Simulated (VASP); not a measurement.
Here is a VASP 6.6.1 calculation.

INCAR

```
SYSTEM = ZrB
  ALGO = Normal
  EDIFF = 1E-6
  ENCUT = 520
  GGA = PE
  ISIF = 2
  ISMEAR = 0
  LASPH = .True.
  LCHARG = .False.
  LREAL = .False.
  LWAVE = .False.
  NBANDS = 14
  NELM = 100
  PREC = Accurate
  SIGMA = 0.1
```

File KPOINTS:

```
k-points
0
Gamma
  6 6 6
  0 0 0
```

Contents of POSCAR:

```
ZrB
1.0
    0.0000000000      2.3250000000      2.3250000000
    2.3250000000      0.0000000000      2.3250000000
    2.3250000000      2.3250000000      0.0000000000
Zr B
1 1
Direct
    0.0000000000      0.0000000000      0.0000000000
    0.5000000000      0.5000000000      0.5000000000
```

Potentials or basis: VASP PAW PBE potentials, release 64 (Zr_sv, B).

The run is started by

```bash
$ cat potpaw_PBE.64/Zr_sv/POTCAR potpaw_PBE.64/B/POTCAR > POTCAR
$ mpirun -np 1 vasp_std > vasp.out
```

Question: Predict the pressure.

Answer: 35.1 GPa.

Caveat: the k points lie up to 0.39 Å⁻¹ apart.
